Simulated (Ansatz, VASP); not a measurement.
# NaB3 in VASP and in Ansatz

The input INCAR:

```
PREC = Accurate
ENCUT = 600
EDIFF = 1E-6
ISMEAR = 0
SIGMA = 0.1
LREAL = F
LASPH = T
NELM = 80
ALGO = Normal
ISIF = 3
LWAVE = F
LCHARG = F
GGA = PE
IBRION = 2
NSW = 90
EDIFFG = -0.04
```

KPOINTS

```
Automatic mesh
0
Gamma
  6 6 6
```

File POSCAR:

```
NaB3
1.0
    2.9522552650      1.7044853719      2.7727496158
   -2.9522552650      1.7044853719      2.7727496158
    0.0000000000     -3.4089707439      2.7727496158
Na B
2 6
Direct
    0.2690000000      0.2690000000      0.2690000000
    0.7310000000      0.7310000000      0.7310000000
    0.7970000000      0.2520000000      0.7970000000
    0.7970000000      0.7970000000      0.2520000000
    0.2520000000      0.7970000000      0.7970000000
    0.2030000000      0.7480000000      0.2030000000
    0.7480000000      0.2030000000      0.2030000000
    0.2030000000      0.2030000000      0.7480000000
```

Input for Ansatz:

```yaml
crystal:
  lattice:
    - [2.952255265, 1.7044853719, 2.7727496158]
    - [-2.952255265, 1.7044853719, 2.7727496158]
    - [0.0, -3.4089707439, 2.7727496158]
  atoms:
    - { symbol: Na, position: [0.269, 0.269, 0.269] }
    - { symbol: Na, position: [0.731, 0.731, 0.731] }
    - { symbol: B, position: [0.797, 0.252, 0.797] }
    - { symbol: B, position: [0.797, 0.797, 0.252] }
    - { symbol: B, position: [0.252, 0.797, 0.797] }
    - { symbol: B, position: [0.203, 0.748, 0.203] }
    - { symbol: B, position: [0.748, 0.203, 0.203] }
    - { symbol: B, position: [0.203, 0.203, 0.748] }
basis:
  ecutwfc: 420
kpoints:
  mp_grid: { grid: [6, 6, 6] }
hamiltonian:
  xc: pbe
scf:
  occupations: { method: gaussian, width: 0.1 }
  lower_state_search: "off"
output:
  forces: true
  stress: true
  eigenvalues: true
relax:
  adjacent_minimum: "off"
  f_tol: 0.04
  max_steps: 70
  cell: { stress_tol: 0.4 }
```

Alike in both runs: task relaxation of cell and atoms; functional PBE; k mesh 6 × 6 × 6; occupations gaussian, width 0.1 eV; no spin polarisation.

|  | VASP | Ansatz |
| --- | --- | --- |
| version | VASP 6.6.1 | Ansatz 0.2.0 |
| potentials or method | VASP PAW PBE potentials, release 64 (Na_pv, B), cutoff 600 eV | scalar-relativistic, plane waves, PAW |
| valence electrons in the cell | 32 | 36 |

|  | VASP | Ansatz | Ansatz less VASP |
| --- | --- | --- | --- |
| relaxed volume (Å³/atom) | 9.85 | 11.97 | +2.118 |
| relaxed length of the cell vector where the two differ most in proportion (Å) | 4.314 | 4.655 | +0.3406 |

VASP's potentials hold 32 valence electrons a cell and Ansatz's 36, so a difference there can come from the potentials and not from the codes.
